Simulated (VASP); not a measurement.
# Sb (I4/mmm) in VASP: notebook, part 2 of 2

VASP 6.6.1. The steps go on from the part before.

### 6 Single point, LDA

File INCAR:

```
PREC     = Accurate       # precision mode
ENCUT    = 520            # plane-wave cutoff, eV
EDIFF    = 1E-6           # SCF threshold, eV
ISMEAR   = -1             # smearing method
SIGMA    = 0.05           # smearing width, eV
LREAL    = F              # projectors in reciprocal space
LASPH    = T              # aspherical terms in the spheres
NELM     = 80             # most SCF steps
ALGO     = Normal         # electronic algorithm
ISIF     = 2              # what is computed and relaxed
LWAVE    = F              # write WAVECAR
LCHARG   = F              # write CHGCAR
NBANDS   = 8              # bands
```

File KPOINTS:

```
Automatic mesh
0
Gamma
  12 12 12
```

File POSCAR:

```
Sb
1.0
   -1.5765401831      1.5765401831      2.7119384313
    1.5765401831     -1.5765401831      2.7119384313
    1.5765401831      1.5765401831     -2.7119384313
Sb
1
Direct
    0.0000000000      0.0000000000      0.0000000000
```

Potentials or basis: VASP PAW LDA potentials, release 64 (Sb).

Command:

```
$ cat potpaw_LDA.64/Sb/POTCAR > POTCAR
$ mpirun -np 1 vasp_std > vasp.out
```

OUTCAR:

```text
PREC = Accurate
   ENCUT = 520
   EDIFF = 1E-6
   ISMEAR = -1
   LREAL = F
   LASPH = T
   NELM = 80
   ISIF = 2

 ion  position               nearest neighbor table
   1  0.000  0.000  0.000-

  LATTYP: Found a body centered tetragonal cell.
 ALAT       =     3.1530803662
 C/A-ratio  =     1.7201835135

  Lattice vectors:

 A1 = (  -1.5765401831,   1.5765401831,   2.7119384313)
 A2 = (   1.5765401831,  -1.5765401831,   2.7119384313)
 A3 = (   1.5765401831,   1.5765401831,  -2.7119384313)

Analysis of symmetry for initial positions (statically):
=====================================================================
 Subroutine PRICEL returns:
 Original cell was already a primitive cell.

 Routine SETGRP: Setting up the symmetry group for a
 body centered tetragonal supercell.

 Subroutine GETGRP returns: Found 16 space group operations
 (whereof 16 operations were pure point group operations)
 out of a pool of 16 trial point group operations.

The static configuration has the point symmetry D_4h.

Analysis of symmetry for dynamics (positions and initial velocities):
=====================================================================
[... 153 lines left out ...]

  energy without entropy =       -4.54222971  energy(sigma->0) =       -4.54504367

 E-fermi :   8.3893     XC(G=0): -10.3567

 val. band max:        8.3305968702   @ k =  -0.3333   0.3333   0.0000
 cond. band min:       8.4048605164   @ k =   0.3333   0.1667   0.0833
 fundamental gap:      0.0742636462
 Fermi energy:         8.3893383795

 k-point     1 :       0.0000    0.0000    0.0000
  band No.  band energies     occupation
      1      -4.5685      2.00000
      2      12.9409      0.00000
      3      13.7436      0.00000
      4      13.7436      0.00000
      5      17.5748      0.00000
      6      18.8353      0.00000
      7      18.9102      0.00000
      8      18.9102      0.00000
[... 243 lines left out ...]
 k-point    24 :      -0.4167    0.1667    0.0000
  band No.  band energies     occupation
      1      -1.3914      2.00000
      2       4.7872      2.00000
      3       9.6629      0.00000
      4      11.1395      0.00000
      5      15.0029      0.00000
      6      16.7505      0.00000
      7      18.7575      0.00000
      8      21.7165      0.00000

 [... further k-points ...]
[... 5 lines left out ...]
  --------------------------------------------------------------------------------------
  -------------------------------------------------------------------------------------
  Total       -0.3829541     -0.3829541     -0.4080263      0.0000000      0.0000000      0.0000000
  in kB      -22.7565989    -22.7565989    -24.2464858      0.0000000      0.0000000      0.0000000
  external PRESSURE =     -23.2532278 kB  Pullay stress =       0.0000000 kB

 VOLUME and BASIS-vectors are now :
 -----------------------------------------------------------------------------
  energy-cutoff  :      520.00
  volume of cell :       26.96
      direct lattice vectors                 reciprocal lattice vectors
    -1.576540183  1.576540183  2.711938431     0.000000000  0.317150178  0.184369967
     1.576540183 -1.576540183  2.711938431     0.317150178  0.000000000  0.184369967
     1.576540183  1.576540183 -2.711938431     0.317150178  0.317150178  0.000000000

 POSITION                                       TOTAL-FORCE (eV/Angst)
 -----------------------------------------------------------------------------------
      0.00000      0.00000      0.00000         0.000000     -0.000000      0.000000
 -----------------------------------------------------------------------------------
    total drift:                                0.000000      0.000000      0.000000

  FREE ENERGIE OF THE ION-ELECTRON SYSTEM (eV)
  ---------------------------------------------------
  free  energy   TOTEN  =        -4.5478576247 eV

  energy  without entropy=       -4.5422297097  energy(sigma->0) =       -4.54504367
```

stdout:

```text
POSCAR found type information on POSCAR Sb
 POSCAR found :  1 types and       1 ions
 scaLAPACK will be used
 LDA part: xc-table for (Slater(with rela. corr.)+CA(PZ))
 , standard interpolation
 POSCAR, INCAR and KPOINTS ok, starting setup
 FFT: planning ... GRIDC
 FFT: planning ... GRID_SOFT
 FFT: planning ... GRID
 WAVECAR not read
 entering main loop
```

Wall time 11 s (1 thread of Intel Xeon 6975P-C (Granite Rapids), shared host); peak memory 0.16 GiB.

Results:

- Free energy: -4.5479 eV
- Pressure: -2.3 GPa

Levels at points of the mesh, in eV from the Fermi level:
| k point | band 1 | band 2 | band 3 | band 4 | band 5 | band 6 | band 7 | band 8 |
| --- | --- | --- | --- | --- | --- | --- | --- | --- |
| (0.00, 0.00, 0.00) | -12.96 | 4.55 | 5.35 | 5.35 | 9.19 | 10.45 | 10.52 | 10.52 |
| (0.50, 0.00, 0.00) | -9.17 | -5.77 | 1.74 | 5.29 | 6.12 | 10.01 | 10.52 | 10.54 |
| (0.50, 0.50, 0.00) | -6.72 | -4.37 | -1.03 | 0.57 | 3.51 | 4.41 | 14.91 | 15.59 |
| (0.50, 0.50, 0.50) | -9.32 | -5.64 | 2.08 | 2.08 | 5.89 | 6.10 | 16.85 | 16.85 |

Caveat: spin-orbit coupling is left out, which moves the levels of the heavy elements.

### 7 The runs side by side

| level | potentials or basis | spin | cell | k mesh | gap on the mesh (eV) | pressure (GPa) |
| --- | --- | --- | --- | --- | --- | --- |
| r2SCAN | VASP PAW PBE potentials, release 64 (Sb) | non-collinear, zero start, SOC | a = 3.511 Å, angles 126.6, 126.6, 78.8°, 1 atom | 9 × 9 × 9 | - | 1.4 |
| LDA | VASP PAW LDA potentials, release 64 (Sb) | off | a = 3.439 Å, angles 126.6, 126.6, 78.8°, 1 atom | 12 × 12 × 12 | none | 2.0 |
| LDA | VASP PAW LDA potentials, release 64 (Sb) | off | a = 3.463 Å, angles 126.6, 126.6, 78.8°, 1 atom | 12 × 12 × 12 | none | 0.4 |
| LDA | VASP PAW LDA potentials, release 64 (Sb) | off | a = 3.487 Å, angles 126.6, 126.6, 78.8°, 1 atom | 12 × 12 × 12 | none | -1.0 |
| LDA | VASP PAW LDA potentials, release 64 (Sb) | off | a = 3.511 Å, angles 126.6, 126.6, 78.8°, 1 atom | 12 × 12 × 12 | none | -2.3 |

Alike in all rows: task single point; cutoff (eV) 520; smearing fermi-dirac 0.05 eV.

Caveats: spin-orbit coupling is left out, which moves the levels of the heavy elements (some runs); the PAW data sets were made with another functional, which shifts forces and pressure a little (some runs).

Absolute energies hang on the potentials; compare differences alone.
